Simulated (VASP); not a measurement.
# Al (P6_3/mmc) in VASP: further runs, part 2 of 2

VASP 6.6.1.

## (3) Single point, PBE+D3(BJ) (14.58 Å³/atom)

INCAR

```
PREC = Accurate ; ENCUT = 520
EDIFF = 1E-6 ; ISMEAR = 0
SIGMA = 0.15 ; LREAL = F
LASPH = T ; NELM = 80
ALGO = Normal ; ISIF = 2
LWAVE = F ; LCHARG = F
GGA = PE ; IVDW = 12
NBANDS = 14
```

KPOINTS

```
regular mesh
0
Gamma
  18 18 6
```

POSCAR

```
Al
1.0
    2.7230308411      0.0000000000      0.0000000000
   -1.3615154205      2.3582138836      0.0000000000
    0.0000000000      0.0000000000      9.0851200981
Al
4
Direct
    0.0000000000      0.0000000000      0.0000000000
    0.3333333333      0.6666666667      0.2500000000
    0.0000000000      0.0000000000      0.5000000000
    0.6666666667      0.3333333333      0.7500000000
```

Potentials or basis: VASP PAW PBE potentials, release 64 (Al).

The run is started by

```sh
$ cat potpaw_PBE.64/Al/POTCAR > POTCAR
$ mpirun -np 1 vasp_std > vasp.out
```

OUTCAR:

```text
PREC = Accurate
   ENCUT = 520
   EDIFF = 1E-6
   ISMEAR = 0
   LREAL = F
   LASPH = T
   NELM = 80
   ISIF = 2
   GGA = PE
   IVDW = 12
 IVDW          = 12

 ion  position               nearest neighbor table
   1  0.000  0.000  0.000-   2 2.76   4 2.76   2 2.76   4 2.76   4 2.76   2 2.76
   2  0.333  0.667  0.250-   1 2.76   3 2.76   1 2.76   3 2.76   1 2.76   3 2.76
   3  0.000  0.000  0.500-   2 2.76   4 2.76   2 2.76   4 2.76   4 2.76   2 2.76
   4  0.667  0.333  0.750-   1 2.76   3 2.76   1 2.76   3 2.76   1 2.76   3 2.76

  LATTYP: Found a hexagonal cell.
 ALAT       =     2.7230308411
 C/A-ratio  =     3.3363999999

  Lattice vectors:

 A1 = (   2.7230308411,   0.0000000000,   0.0000000000)
 A2 = (  -1.3615154205,   2.3582138836,   0.0000000000)
 A3 = (   0.0000000000,   0.0000000000,   9.0851200981)

Analysis of symmetry for initial positions (statically):
=====================================================================
 Subroutine PRICEL returns:
 Original cell was already a primitive cell.

 Routine SETGRP: Setting up the symmetry group for a
 hexagonal supercell.

 Subroutine GETGRP returns: Found 24 space group operations
 (whereof 12 operations were pure point group operations)
 out of a pool of 24 trial point group operations.

The static configuration has the point symmetry D_3d.
 The point group associated with its full space group is D_6h.

Analysis of symmetry for dynamics (positions and initial velocities):
=====================================================================
 Subroutine PRICEL returns:
 Original cell was already a primitive cell.

 Routine SETGRP: Setting up the symmetry group for a
 hexagonal supercell.

 Subroutine GETGRP returns: Found 24 space group operations
 (whereof 12 operations were pure point group operations)
 out of a pool of 24 trial point group operations.

The dynamic configuration has the point symmetry D_3d.
 The point group associated with its full space group is D_6h.

 Subroutine INISYM returns: Found 24 space group operations
 (whereof 12 operations are pure point group operations),
 and found     1 'primitive' translations

----------------------------------------------------------------------------------------

                                     Primitive cell

  volume of cell :      58.3400

  direct lattice vectors                    reciprocal lattice vectors
     2.723030841  0.000000000  0.000000000     0.367237853  0.212024873  0.000000000
    -1.361515420  2.358213884  0.000000000     0.000000000  0.424049747  0.000000000
     0.000000000  0.000000000  9.085120098     0.000000000  0.000000000  0.110070091

  length of vectors
     2.723030841  2.723030841  9.085120098     0.424049747  0.424049747  0.110070091

  position of ions in fractional coordinates (direct lattice)
     0.000000000  0.000000000  0.000000000
     0.333333333  0.666666667  0.250000000
     0.000000000  0.000000000  0.500000000
     0.666666667  0.333333333  0.750000000

  ion indices of the primitive-cell ions
   primitive index   ion index
                 1           1
                 2           2
                 3           3
                 4           4

----------------------------------------------------------------------------------------

 KPOINTS: regular mesh

Automatic generation of k-mesh.
 Grid dimensions read from file:
[... 53 lines left out ...]
   NGX,Y,Z   is equivalent  to a cutoff of  12.21, 12.21, 12.81 a.u.
   NGXF,Y,Z  is equivalent  to a cutoff of  24.42, 24.42, 25.62 a.u.
 SYSTEM =  unknown system
   PREC   = accura    normal or accurate (medium, high low for compatibility)
   ISTART =      0    job   : 0-new  1-cont  2-samecut
   ICHARG =      2    charge: 1-file 2-atom 10-const
   ISPIN  =      1    spin polarized calculation?
   LNONCOLLINEAR =      F non collinear calculations
   LSORBIT =      F    spin-orbit coupling
   LASPH  =      T    aspherical Exc in radial PAW
   ENCUT  =  520.0 eV  38.22 Ry    6.18 a.u.   5.06  5.06 16.89*2*pi/ulx,y,z
   NELM   =     80;   NELMIN=  2; NELMDL= -5     # of ELM steps
   EDIFF  = 0.1E-05   stopping-criterion for ELM
   LREAL  =      F    real-space projection
   EDIFFG = 0.1E-04   stopping-criterion for IOM
   NSW    =      0    number of steps for IOM
   IBRION =     -1    ionic relax: 0-MD 1-quasi-New 2-CG
   NFREE  =      0    steps in history (QN), initial steepest desc. (CG)
   ISIF   =      2    stress and relaxation
   ISYM   =      2    0-nonsym 1-usesym 2-fastsym
   POTIM  = 0.5000    time-step for ionic-motion
   TEBEG  =    0.0;   TEEND  =   0.0 temperature during run
   PSTRESS=    0.0 pullay stress
   NELECT =      12.0000    total number of electrons
   NUPDOWN=      -1.0000    fix difference up-down
   EMIN   =  10.00;   EMAX   =-10.00  energy-range for DOS
   EFERMI =   0.00;   METHOD = LEGACY
   ISMEAR =     0;   SIGMA  =   0.15  broadening in eV -4-tet -1-fermi 0-gaus
   EFERMI_NEDOS =   21; number of points for ismear=-14 and -15
   IALGO  =     38    algorithm
   IMIX   =      4    mixing-type and parameters
     AMIX     =   0.40;   BMIX     =  1.00
     AMIX_MAG =   1.60;   BMIX_MAG =  1.00
  volume/ion in A,a.u.               =      14.58        98.42
  Fermi-wavevector in a.u.,A,eV,Ry     =   0.966377  1.826187 12.706261  0.933884
  Thomas-Fermi vector in A             =   2.096173
   LORBIT       =      0    0 simple, 1 ext, 2 COOP (PROOUT), +10 PAW based schemes
   GGA     = PE    functional components
   LHFCALC =     F    Hartree Fock is set to
   AEXX    =    0.0000 exact exchange contribution
   IVDW    =    12    specifies the selected vdW correction
   LEPSILON=     F    determine dielectric tensor
   LRPA    =     F    only Hartree local field effects (RPA)
 non-spin polarized calculation
 Gauss-broadening in eV      SIGMA  =   0.15
  energy-cutoff  :      520.00
  volume of cell :       58.34
 maximum number of plane-waves:      1591
   NGX = 11   NGY = 11   NGZ = 33

 number of electron      12.0000000 magnetization

 Free energy of the ion-electron system (eV)
  ---------------------------------------------------
  ext. energy  EPLUGINS =         0.00000000
  ---------------------------------------------------
  free energy    TOTEN  =       -14.65442263 eV

  energy without entropy =      -14.63706819  energy(sigma->0) =      -14.64574541

 E-fermi :   9.3344     XC(G=0): -10.6520

 val. band max:        9.3331522734   @ k =   0.3333   0.1111   0.0000
 cond. band min:       9.3392799255   @ k =   0.3889   0.0556   0.0000
 fundamental gap:      0.0061276521
 Fermi energy:         9.3343931337

 k-point     1 :       0.0000    0.0000    0.0000
  band No.  band energies     occupation
      1      -2.6670      2.00000
      2      -0.8902      2.00000
      3      -0.8839      2.00000
      4       4.1284      2.00000
      5       4.5191      2.00000
      6      12.6198      0.00000
      7      12.6314      0.00000
      8      21.3314      0.00000
      9      21.3314      0.00000
     10      21.3429      0.00000
     11      21.3429      0.00000
     12      21.9848      0.00000
     13      22.2497      0.00000
     14      22.2740      0.00000
[... 377 lines left out ...]
      1       2.7091      2.00000
      2       4.3728      2.00000
      3       4.3802      2.00000
      4       5.4828      2.00000
      5       7.2461      2.00000
      6       7.2605      2.00000
      7       9.2454      1.59872
      8       9.8459      0.00000
      9      11.8031      0.00000
     10      11.9647      0.00000
     11      13.5060      0.00000
     12      14.0898      0.00000
     13      14.5472      0.00000
     14      17.7445      0.00000

 [... further k-points ...]

------------------------ aborting loop because EDIFF is reached ----------------------------------------

 Edisp (eV)   -1.52968

 E8    (eV) :    -0.6854

  FORCE on cell =-STRESS in cart. coord.  units (eV):
  Direction    XX          YY          ZZ          XY          YZ          ZX
  --------------------------------------------------------------------------------------
  -------------------------------------------------------------------------------------
  Total       3.47384     3.47384     2.45055     0.00000     0.00000     0.00000
  in kB      95.40110    95.40110    67.29874     0.00000     0.00000     0.00000
  external pressure =       86.03 kB  Pullay stress =        0.00 kB

 VOLUME and BASIS-vectors are now :
 -----------------------------------------------------------------------------
  energy-cutoff  :      520.00
  volume of cell :       58.34
      direct lattice vectors                 reciprocal lattice vectors
     2.723030841  0.000000000  0.000000000     0.367237853  0.212024873  0.000000000
    -1.361515420  2.358213884  0.000000000     0.000000000  0.424049747  0.000000000
     0.000000000  0.000000000  9.085120098     0.000000000  0.000000000  0.110070091

 POSITION                                       TOTAL-FORCE (eV/Angst)
 -----------------------------------------------------------------------------------
      0.00000      0.00000      0.00000        -0.000000      0.000000     -0.000000
     -0.00000      1.57214      2.27128         0.000000      0.000000     -0.000000
      0.00000      0.00000      4.54256        -0.000000      0.000000     -0.000000
      1.36152      0.78607      6.81384         0.000000     -0.000000      0.000000
 -----------------------------------------------------------------------------------
    total drift:                               -0.000000      0.000000     -0.000000

  FREE ENERGIE OF THE ION-ELECTRON SYSTEM (eV)
  ---------------------------------------------------
  free  energy   TOTEN  =       -16.1841073437 eV

  energy  without entropy=      -16.1667528986  energy(sigma->0) =      -16.17543012
```

OSZICAR:

```text
N       E                     dE             d eps       ncg     rms          rms(c)
DAV:   1     0.814242220162E+01    0.81424E+01   -0.42563E+03  4160   0.667E+02
DAV:   2    -0.140364397856E+02   -0.22179E+02   -0.20339E+02  5334   0.937E+01
DAV:   3    -0.147552423686E+02   -0.71880E+00   -0.70957E+00  5584   0.136E+01
DAV:   4    -0.147598160938E+02   -0.45737E-02   -0.45729E-02  4918   0.137E+00
DAV:   5    -0.147598667902E+02   -0.50696E-04   -0.50696E-04  5544   0.148E-01    0.306E+00
DAV:   6    -0.146983768602E+02    0.61490E-01   -0.43415E-03  4794   0.376E-01    0.178E+00
DAV:   7    -0.146549164225E+02    0.43460E-01   -0.11468E-02  4468   0.568E-01    0.242E-01
DAV:   8    -0.146544596218E+02    0.45680E-03   -0.24473E-04  5802   0.858E-02    0.726E-02
DAV:   9    -0.146544223483E+02    0.37273E-04   -0.30201E-05  5050   0.264E-02    0.163E-02
DAV:  10    -0.146544226334E+02   -0.28507E-06   -0.78833E-07  3798   0.594E-03
   1 F= -.16184107E+02 E0= -.16175430E+02  d E =-.173544E-01
```

Run time: 44 s. Hardware: 1 thread of AMD EPYC 9R45 (Zen 5), shared host; peak memory 0.2 GiB.

Results:

```
Free energy                : -16.1841 eV
Pressure                   : 8.6 GPa
Band gap on the k mesh     : zero (bands 6 and 7 overlap by 5.44 eV)
Dispersion energy per atom : -0.382 eV
```

Levels at points of the mesh, in eV from the Fermi level:
| k point | band 3 | band 4 | band 5 | band 6 | band 7 | band 8 | band 9 | band 10 |
| --- | --- | --- | --- | --- | --- | --- | --- | --- |
| (0.00, 0.00, 0.00) | -10.22 | -5.21 | -4.82 | 3.29 | 3.30 | 12.00 | 12.00 | 12.01 |
| (0.50, 0.00, 0.00) | -4.23 | -4.21 | -3.38 | -3.38 | 0.78 | 1.15 | 1.40 | 1.78 |
| (0.00, 0.00, 0.50) | -8.03 | -8.03 | -1.21 | -1.21 | 8.39 | 8.39 | 12.24 | 12.24 |
| (0.50, 0.00, 0.50) | -5.05 | -5.05 | -1.98 | -1.98 | -1.26 | -1.26 | 4.77 | 4.77 |

Caveat: the cell stands under pressure.

## (4) Single point, PBE+D3(BJ) (14.58 Å³/atom)

INCAR

```
SYSTEM = Al
PREC     = Accurate       ! precision mode
ENCUT    = 520            ! plane-wave cutoff, eV
EDIFF    = 1E-6           ! SCF threshold, eV
ISMEAR   = 0              ! smearing method
SIGMA    = 0.15           ! smearing width, eV
LREAL    = .FALSE.        ! projectors in reciprocal space
LASPH    = .TRUE.         ! aspherical terms in the spheres
NELM     = 80             ! most SCF steps
ALGO     = Fast           ! electronic algorithm
ISIF     = 2              ! what is computed and relaxed
LWAVE    = .FALSE.        ! write WAVECAR
LCHARG   = .FALSE.        ! write CHGCAR
GGA      = PE             ! functional
IVDW     = 12             ! dispersion correction
NBANDS   = 14             ! bands
```

KPOINTS

```
Automatic mesh
0
G
  18 18 6
  0 0 0
```

POSCAR

```
Al
1.0
    2.6654325529      0.0000000000      0.0000000000
   -1.3327162765      2.3083323029      0.0000000000
    0.0000000000      0.0000000000      9.4820097638
Al
4
Direct
    0.0000000000      0.0000000000      0.0000000000
    0.3333333333      0.6666666667      0.2500000000
    0.0000000000      0.0000000000      0.5000000000
    0.6666666667      0.3333333333      0.7500000000
```

The run is started by

```sh
$ cat potpaw_PBE.64/Al/POTCAR > POTCAR
$ mpirun -np 1 vasp_std > vasp.out
```

Wall time 64 s (1 thread of AMD EPYC 9R45 (Zen 5), shared host); peak memory 0.2 GiB.

It converged, with:

```yaml
Free_energy: -16.0815 eV
Pressure: 9.7 GPa
Band_gap_on_the_k_mesh: zero (bands 6 and 7 overlap by 4.47 eV)
Dispersion_energy_per_atom: -0.383 eV
```

Stress tensor (GPa, compression positive):
```
13.27  0.00  0.00
 0.00 13.27  0.00
 0.00  0.00  2.64
```

Levels at points of the mesh, in eV from the Fermi level:
```csv
k point,band 3,band 4,band 5,band 6,band 7,band 8,band 9,band 10
"(0.00, 0.00, 0.00)",-10.34,-5.59,-5.51,2.11,2.12,11.32,12.93,12.93
"(0.50, 0.00, 0.00)",-4.12,-4.05,-3.22,-3.15,0.81,0.89,1.13,1.36
"(0.00, 0.00, 0.50)",-8.32,-8.32,-2.05,-2.05,6.88,6.88,13.12,13.12
"(0.50, 0.00, 0.50)",-4.76,-4.76,-1.97,-1.97,-1.25,-1.25,4.21,4.21
```

Caveat: the cell stands under pressure.

## (5) Single point, PBE+D3(BJ) (14.59 Å³/atom)

INCAR

```
SYSTEM = Al
  ALGO = Fast
  EDIFF = 1E-7
  ENCUT = 520
  GGA = PE
  ISIF = 2
  ISMEAR = 0
  IVDW = 12
  LASPH = .True.
  LCHARG = .True.
  LELF = .True.
  LREAL = .False.
  LVHAR = .True.
  LWAVE = .False.
  NBANDS = 14
  NELM = 100
  PREC = Accurate
  SIGMA = 0.15
```

KPOINTS

```
k-points
0
Gamma
  18 18 6
  0 0 0
```

POSCAR

```
Al
1.0
    2.7376286016      0.0000000000      0.0000000000
   -1.3688143008      2.3708559151      0.0000000000
    0.0000000000      0.0000000000      8.9884898842
Al
4
Direct
    0.0000000000      0.0000000000      0.0000000000
    0.3333333333      0.6666666667      0.2500000000
    0.0000000000      0.0000000000      0.5000000000
    0.6666666667      0.3333333333      0.7500000000
```

The run is started by

```sh
$ cat potpaw_PBE.64/Al/POTCAR > POTCAR
$ mpirun -np 1 vasp_std > vasp.out
```

Wall time 64 s (1 thread of AMD EPYC 9R45 (Zen 5), shared host); peak memory 0.2 GiB.

Results (log left out):

```yaml
Free_energy: -16.1897 eV
Pressure: 8.5 GPa
Band_gap_on_the_k_mesh: zero (bands 6 and 7 overlap by 5.70 eV)
Dispersion_energy_per_atom: -0.382 eV
```

Stress tensor (GPa, compression positive):
```
8.60 0.00 0.00
0.00 8.60 0.00
0.00 0.00 8.43
```

Levels at points of the mesh, in eV from the Fermi level:
| k point | band 3 | band 4 | band 5 | band 6 | band 7 | band 8 | band 9 | band 10 |
| --- | --- | --- | --- | --- | --- | --- | --- | --- |
| (0.00, 0.00, 0.00) | -10.18 | -5.11 | -4.61 | 3.60 | 3.62 | 11.75 | 11.75 | 11.77 |
| (0.50, 0.00, 0.00) | -4.24 | -4.24 | -3.42 | -3.41 | 0.80 | 1.18 | 1.54 | 1.89 |
| (0.00, 0.00, 0.50) | -7.94 | -7.94 | -0.98 | -0.98 | 8.78 | 8.78 | 12.02 | 12.02 |
| (0.50, 0.00, 0.50) | -5.11 | -5.11 | -1.97 | -1.97 | -1.25 | -1.25 | 4.86 | 4.86 |

Caveat: the cell stands under pressure.

## (6) Overview

```csv
cell,gap on the mesh (eV),pressure (GPa)
"a = 2.752, b = 2.752, c = 8.893 Å, angles 90.0, 90.0, 120.0°, 4 atoms",none,8.6
"a = 2.723, b = 2.723, c = 9.085 Å, angles 90.0, 90.0, 120.0°, 4 atoms",none,8.6
"a = 2.665, b = 2.665, c = 9.482 Å, angles 90.0, 90.0, 120.0°, 4 atoms",none,9.7
"a = 2.738, b = 2.738, c = 8.988 Å, angles 90.0, 90.0, 120.0°, 4 atoms",none,8.5
```

Alike in all rows: task single point; level PBE+D3(BJ); potentials or basis VASP PAW PBE potentials, release 64 (Al); no spin polarisation; k mesh 18 × 18 × 6; cutoff (eV) 520; smearing gaussian 0.15 eV.

Caveats: the cell stands under pressure.

Total energies depend on the potentials used, so only differences within one code and one set of settings carry meaning.
